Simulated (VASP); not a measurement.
# SiC (R-3m) in VASP: a series of runs

The runs below take SiC through single point, with PBE, r2SCAN.

All numbers are computed with VASP 6.6.1; they aren't measurements. Logs are shortened: lines on timing, memory, paths and dates and some standing lists are left out, and cuts for length are marked.

## 1. The cell of the first run

Symmetry: R-3m, No. 166, trigonal system. The conventional cell has a = 3.083 Å, b = 3.083 Å, c = 15.964 Å, α = 90.00°, β = 90.00°, γ = 120.00°. C (site symmetry 3m) has 1 C at 1.62 Å and 3 Si at 1.90 Å within 2.2 Å. Within 2.5 Å of Si (site symmetry 3m) lie 3 C at 1.90 Å and 1 Si at 2.38 Å.

## 2. Single point, PBE

Contents of INCAR:

```
PREC = Accurate ; ENCUT = 520
EDIFF = 1E-7 ; ISMEAR = -1
SIGMA = 0.02 ; LREAL = F
LASPH = T ; NELM = 100
ALGO = Normal ; ISIF = 2
LWAVE = F ; LCHARG = F
GGA = PE ; NBANDS = 16
```

Contents of KPOINTS:

```
regular mesh
0
Gamma
  10 10 10
```

Contents of POSCAR:

```
SiC
1.0
    1.5415877839      0.8900361220      5.3212273301
   -1.5415877839      0.8900361220      5.3212273301
    0.0000000000     -1.7800722440      5.3212273301
C Si
2 2
Direct
    0.4491910689      0.4491910689      0.4491910689
    0.5508089311      0.5508089311      0.5508089311
    0.9254740589      0.9254740589      0.9254740589
    0.0745259411      0.0745259411      0.0745259411
```

Potentials or basis: VASP PAW PBE potentials, release 64 (C, Si).

On the command line:

```console
cat potpaw_PBE.64/C/POTCAR potpaw_PBE.64/Si/POTCAR > POTCAR
mpirun -np 1 vasp_std > vasp.out
```

OUTCAR:

```text
PREC = Accurate
   ENCUT = 520
   EDIFF = 1E-7
   ISMEAR = -1
   LREAL = F
   LASPH = T
   NELM = 100
   ISIF = 2
   GGA = PE

 ion  position               nearest neighbor table
   1  0.449  0.449  0.449-   2 1.62   4 1.90   4 1.90   4 1.90
   2  0.551  0.551  0.551-   1 1.62   3 1.90   3 1.90   3 1.90
   3  0.925  0.925  0.925-   2 1.90   2 1.90   2 1.90   4 2.38
   4  0.075  0.075  0.075-   1 1.90   1 1.90   1 1.90   3 2.38

  LATTYP: Found a trigonal (rhomboedric) cell.
 ALAT       =     5.6110709755
 COS(alpha) =     0.8490354449

  Lattice vectors:

 A1 = (   1.5415877839,   0.8900361220,   5.3212273301)
 A2 = (  -1.5415877839,   0.8900361220,   5.3212273301)
 A3 = (   0.0000000000,  -1.7800722440,   5.3212273301)

Analysis of symmetry for initial positions (statically):
=====================================================================
 Subroutine PRICEL returns:
 Original cell was already a primitive cell.

 Routine SETGRP: Setting up the symmetry group for a
 trigonal (rhombohedral) supercell.

 Subroutine GETGRP returns: Found 12 space group operations
 (whereof 12 operations were pure point group operations)
 out of a pool of 12 trial point group operations.

The static configuration has the point symmetry D_3d.

Analysis of symmetry for dynamics (positions and initial velocities):
=====================================================================
 Subroutine PRICEL returns:
 Original cell was already a primitive cell.

 Routine SETGRP: Setting up the symmetry group for a
 trigonal (rhombohedral) supercell.

 Subroutine GETGRP returns: Found 12 space group operations
 (whereof 12 operations were pure point group operations)
 out of a pool of 12 trial point group operations.

The dynamic configuration has the point symmetry D_3d.

 Subroutine INISYM returns: Found 12 space group operations
 (whereof 12 operations are pure point group operations),
 and found     1 'primitive' translations

----------------------------------------------------------------------------------------

                                     Primitive cell

  volume of cell :      43.8065

  direct lattice vectors                    reciprocal lattice vectors
     1.541587784  0.890036122  5.321227330     0.324340920  0.187258317  0.062642190
    -1.541587784  0.890036122  5.321227330    -0.324340920  0.187258317  0.062642190
     0.000000000 -1.780072244  5.321227330     0.000000000 -0.374516635  0.062642190

  length of vectors
     5.611070976  5.611070976  5.611070976     0.379719309  0.379719309  0.379719309

  position of ions in fractional coordinates (direct lattice)
     0.449191069  0.449191069  0.449191069
     0.550808931  0.550808931  0.550808931
     0.925474059  0.925474059  0.925474059
     0.074525941  0.074525941  0.074525941

  ion indices of the primitive-cell ions
   primitive index   ion index
                 1           1
                 2           2
                 3           3
                 4           4

----------------------------------------------------------------------------------------

 KPOINTS: regular mesh

Automatic generation of k-mesh.
 Grid dimensions read from file:
 generate k-points for:   10   10   10

 Generating k-lattice:

  Cartesian coordinates                     Fractional coordinates (reciprocal lattice)
     0.032434092  0.018725832  0.006264219     0.100000000 -0.000000000  0.000000000
    -0.032434092  0.018725832  0.006264219    -0.000000000  0.100000000  0.000000000
     0.000000000 -0.037451663  0.006264219     0.000000000  0.000000000  0.100000000

  Length of vectors
     0.037971931  0.037971931  0.037971931

  Shift w.r.t. Gamma in fractional coordinates (k-lattice)
     0.000000000  0.000000000  0.000000000

 Subroutine IBZKPT returns following result:
 ===========================================

 Found    116 irreducible k-points:

 Following reciprocal coordinates:
            Coordinates               Weight
  0.000000  0.000000  0.000000      1.000000
  0.100000  0.000000  0.000000      6.000000
  0.200000  0.000000  0.000000      6.000000
  0.300000  0.000000  0.000000      6.000000
  0.400000  0.000000  0.000000      6.000000
  0.500000  0.000000 -0.000000      3.000000
[... 16 lines left out ...]
  0.300000  0.300000  0.000000      6.000000
  0.400000  0.300000 -0.000000     12.000000
 [... further k-points ...]
   k-points           NKPTS =    116   k-points in BZ     NKDIM =    116   number of bands    NBANDS=     16
   number of dos      NEDOS =    301   number of ions     NIONS =      4
   total plane-waves  NPLWV =  74088
   dimension x,y,z NGX =    42 NGY =   42 NGZ =   42
   dimension x,y,z NGXF=    84 NGYF=   84 NGZF=   84
   ions per type =               2   2
   NGX,Y,Z   is equivalent  to a cutoff of  12.44, 12.44, 12.44 a.u.
   NGXF,Y,Z  is equivalent  to a cutoff of  24.89, 24.89, 24.89 a.u.
 SYSTEM =  unknown system
   PREC   = accura    normal or accurate (medium, high low for compatibility)
   ISTART =      0    job   : 0-new  1-cont  2-samecut
   ICHARG =      2    charge: 1-file 2-atom 10-const
   ISPIN  =      1    spin polarized calculation?
   LNONCOLLINEAR =      F non collinear calculations
   LSORBIT =      F    spin-orbit coupling
   LASPH  =      T    aspherical Exc in radial PAW
   ENCUT  =  520.0 eV  38.22 Ry    6.18 a.u.  10.43 10.43 10.43*2*pi/ulx,y,z
   NELM   =    100;   NELMIN=  2; NELMDL= -5     # of ELM steps
   EDIFF  = 0.1E-06   stopping-criterion for ELM
   LREAL  =      F    real-space projection
   EDIFFG = 0.1E-05   stopping-criterion for IOM
   NSW    =      0    number of steps for IOM
   IBRION =     -1    ionic relax: 0-MD 1-quasi-New 2-CG
   NFREE  =      0    steps in history (QN), initial steepest desc. (CG)
   ISIF   =      2    stress and relaxation
   ISYM   =      2    0-nonsym 1-usesym 2-fastsym
   POTIM  = 0.5000    time-step for ionic-motion
   TEBEG  =    0.0;   TEEND  =   0.0 temperature during run
   PSTRESS=    0.0 pullay stress
   NELECT =      16.0000    total number of electrons
   NUPDOWN=      -1.0000    fix difference up-down
   EMIN   =  10.00;   EMAX   =-10.00  energy-range for DOS
   EFERMI =   0.00;   METHOD = LEGACY
   ISMEAR =    -1;   SIGMA  =   0.02  broadening in eV -4-tet -1-fermi 0-gaus
   EFERMI_NEDOS =   21; number of points for ismear=-14 and -15
   IALGO  =     38    algorithm
   IMIX   =      4    mixing-type and parameters
     AMIX     =   0.40;   BMIX     =  1.00
     AMIX_MAG =   1.60;   BMIX_MAG =  1.00
  volume/ion in A,a.u.               =      10.95        73.91
  Fermi-wavevector in a.u.,A,eV,Ry     =   1.170223  2.211400 18.632105  1.369421
  Thomas-Fermi vector in A             =   2.306684
   LORBIT       =      0    0 simple, 1 ext, 2 COOP (PROOUT), +10 PAW based schemes
   GGA     = PE    functional components
   LHFCALC =     F    Hartree Fock is set to
   AEXX    =    0.0000 exact exchange contribution
   IVDW    =     0    specifies the selected vdW correction
   LEPSILON=     F    determine dielectric tensor
   LRPA    =     F    only Hartree local field effects (RPA)
 non-spin polarized calculation
  energy-cutoff  :      520.00
  volume of cell :       43.81
 maximum number of plane-waves:      1192
 NGX is ok and might be reduce to    42
   NGX = 21   NGY = 21   NGZ = 21

 number of electron      16.0000000 magnetization

 Free energy of the ion-electron system (eV)
  ---------------------------------------------------
  ext. energy  EPLUGINS =         0.00000000
  ---------------------------------------------------
  free energy    TOTEN  =       -28.78599116 eV

  energy without entropy =      -28.78599113  energy(sigma->0) =      -28.78599114

 E-fermi :   8.7182     XC(G=0): -11.1103

 val. band max:        8.4652144112   @ k =   0.0000   0.0000   0.0000
 cond. band min:       8.9533307184   @ k =   0.5000   0.5000  -0.0000
 fundamental gap:      0.4881163072
 Fermi energy:         8.7182323089

 k-point     1 :       0.0000    0.0000    0.0000
  band No.  band energies     occupation
      1      -8.0089      2.00000
      2      -4.1280      2.00000
      3      -1.0542      2.00000
      4       5.8850      2.00000
      5       5.8850      2.00000
      6       7.5022      2.00000
[... 8 lines left out ...]
     15      14.9709      0.00000
     16      20.0658      0.00000

 k-point     2 :       0.1000    0.0000    0.0000
  band No.  band energies     occupation
      1      -7.8444      2.00000
      2      -3.9852      2.00000
      3      -0.8843      2.00000
      4       5.0749      2.00000
      5       5.6886      2.00000
      6       7.3880      2.00000
[... 8 lines left out ...]
     15      15.5068      0.00000
     16      19.9370      0.00000

 k-point     3 :       0.2000    0.0000    0.0000
  band No.  band energies     occupation
      1      -7.3621      2.00000
      2      -3.5649      2.00000
      3      -0.4224      2.00000
      4       3.4196      2.00000
      5       5.2368      2.00000
      6       5.9383      2.00000
[... 8 lines left out ...]
     15      16.8540      0.00000
     16      18.4851      0.00000

 k-point     4 :       0.3000    0.0000    0.0000
  band No.  band energies     occupation
      1      -6.6079      2.00000
      2      -2.9110      2.00000
      3      -0.0199      2.00000
      4       2.0130      2.00000
      5       4.0687      2.00000
      6       4.7662      2.00000
[... 8 lines left out ...]
     15      17.8882      0.00000
     16      18.4112      0.00000
[... 324 lines left out ...]
 k-point    22 :      -0.2000    0.2000    0.0000
  band No.  band energies     occupation
      1      -6.2179      2.00000
      2      -2.3256      2.00000
      3      -0.1722      2.00000
      4       2.2047      2.00000
      5       3.1189      2.00000
      6       3.9122      2.00000
[... 8 lines left out ...]
     15      17.5809      0.00000
     16      17.7429      0.00000

 k-point    23 :       0.3000    0.3000    0.0000
  band No.  band energies     occupation
      1      -6.5520      2.00000
      2      -3.1862      2.00000
      3       0.3523      2.00000
      4       2.0883      2.00000
      5       3.6473      2.00000
      6       4.6272      2.00000
[... 8 lines left out ...]
     15      18.4732      0.00000
     16      19.4373      0.00000

 k-point    24 :       0.4000    0.3000   -0.0000
  band No.  band energies     occupation
      1      -6.0068      2.00000
      2      -2.7006      2.00000
      3       0.1155      2.00000
      4       1.7009      2.00000
      5       3.2132      2.00000
      6       3.8674      2.00000
[... 8 lines left out ...]
     15      18.3014      0.00000
     16      19.6830      0.00000

 [... further k-points ...]
[... 5 lines left out ...]
  --------------------------------------------------------------------------------------
  -------------------------------------------------------------------------------------
  Total        0.8042057      0.8042057      0.4683745      0.0000000     -0.0000000      0.0000000
  in kB       29.4129631     29.4129631     17.1302969      0.0000000     -0.0000000      0.0000000
  external PRESSURE =      25.3187410 kB  Pullay stress =       0.0000000 kB

 VOLUME and BASIS-vectors are now :
 -----------------------------------------------------------------------------
  energy-cutoff  :      520.00
  volume of cell :       43.81
      direct lattice vectors                 reciprocal lattice vectors
     1.541587784  0.890036122  5.321227330     0.324340920  0.187258317  0.062642190
    -1.541587784  0.890036122  5.321227330    -0.324340920  0.187258317  0.062642190
     0.000000000 -1.780072244  5.321227330     0.000000000 -0.374516635  0.062642190

 POSITION                                       TOTAL-FORCE (eV/Angst)
 -----------------------------------------------------------------------------------
      0.00000      0.00000      7.17074         0.000000     -0.000000      0.230649
      0.00000      0.00000      8.79294         0.000000      0.000000     -0.230649
      0.00000      0.00000     14.77397         0.000000     -0.000000      0.135969
      0.00000      0.00000      1.18971         0.000000     -0.000000     -0.135969
 -----------------------------------------------------------------------------------
    total drift:                                0.000000      0.000000     -0.000000

  FREE ENERGIE OF THE ION-ELECTRON SYSTEM (eV)
  ---------------------------------------------------
  free  energy   TOTEN  =       -28.7859911572 eV

  energy  without entropy=      -28.7859911318  energy(sigma->0) =      -28.78599114
```

It took 5.2 min on 1 thread of Intel Xeon 8259CL, shared host; peak memory 0.28 GiB.

Results:

```yaml
Free_energy: -28.7860 eV
Pressure: 2.5 GPa
Largest_force: 0.231 eV/Å
Band_gap_on_the_k_mesh: 0.49 eV (least direct gap 1.81 eV)
```

Forces on the atoms (eV/Å):
```
C    0.000  0.000  0.231
C    0.000  0.000 -0.231
Si   0.000  0.000  0.136
Si   0.000  0.000 -0.136
```

Levels at points of the mesh, in eV from the valence-band top:
```
           k point  band 6  band 7  band 8  band 9  band 10  band 11
(0.00, 0.00, 0.00)   -0.96    0.00    0.00    3.57     3.73     6.06
(0.50, 0.00, 0.00)   -4.15   -3.91   -1.95    2.10     3.83     4.19
(0.50, 0.50, 0.00)   -4.34   -1.47   -1.32    0.49     1.99     4.27
(0.50, 0.50, 0.50)   -2.58   -0.06   -0.06    3.58     5.60     5.74
```

Caveat: semilocal functionals underestimate gaps, and a narrow one can read as zero. A k mesh can miss the band edges.

## 3. Single point, r2SCAN

POSCAR is that of step 2.

Contents of INCAR.step1:

```
SYSTEM = SiC
  ALGO = Normal
  EDIFF = 1E-4
  ENCUT = 520
  GGA = PE
  ISMEAR = 0
  LASPH = .True.
  LCHARG = .False.
  LREAL = .False.
  LWAVE = .True.
  NBANDS = 16
  NELM = 80
  PREC = Accurate
  SIGMA = 0.01
```

Contents of INCAR.step2:

```
SYSTEM = SiC
  ALGO = Normal
  EDIFF = 1E-6
  ENCUT = 520
  ISIF = 2
  ISMEAR = 0
  ISTART = 1
  LASPH = .True.
  LCHARG = .False.
  LMIXTAU = .True.
  LREAL = .False.
  LWAVE = .False.
  METAGGA = R2SCAN
  NBANDS = 16
  NELM = 80
  PREC = Accurate
  SIGMA = 0.01
```

Contents of KPOINTS:

```
k-points
0
Gamma
  10 10 10
  0 0 0
```

Potentials or basis: VASP PAW PBE potentials, release 64 (C, Si).

On the command line:

```console
cat potpaw_PBE.64/C/POTCAR potpaw_PBE.64/Si/POTCAR > POTCAR
cp INCAR.step1 INCAR
mpirun -np 1 vasp_std > vasp.out
cp INCAR.step2 INCAR
mpirun -np 1 vasp_std > vasp.out
```

Run time: 22 min. Hardware: 1 thread of Intel Xeon 8259CL, shared host; peak memory 0.31 GiB.

It converged, with:

* Free energy: -37.1277 eV
* Pressure: -0.2 GPa
* Largest force: 0.034 eV/Å
* Band gap on the k mesh: 0.70 eV (least direct gap 2.12 eV)

Forces in eV/Å, atoms in the order of the input:
```
C    0.000  0.000 -0.034
C    0.000  0.000  0.034
Si   0.000  0.000  0.009
Si   0.000  0.000 -0.009
```

Levels at points of the mesh, in eV from the valence-band top:
```
           k point  band 4  band 5  band 6  band 7  band 8  band 9  band 10  band 11  band 12  band 13
(0.00, 0.00, 0.00)   -2.73   -2.73   -0.97    0.00    0.00    4.02     4.03     6.46     6.46     6.96
(0.50, 0.00, 0.00)   -7.09   -5.76   -4.37   -4.11   -2.06    2.43     4.28     4.62     7.30     7.94
(0.50, 0.50, 0.00)   -8.69   -5.03   -4.57   -1.55   -1.42    0.70     2.36     4.73     6.14     6.21
(0.50, 0.50, 0.50)   -5.10   -2.73   -2.73   -0.06   -0.06    4.02     6.09     6.14     6.14     8.02
```

Caveat: semilocal functionals underestimate gaps, and a narrow one can read as zero; the PAW data sets were made with another functional, which shifts forces and pressure a little. A k mesh can miss the band edges.
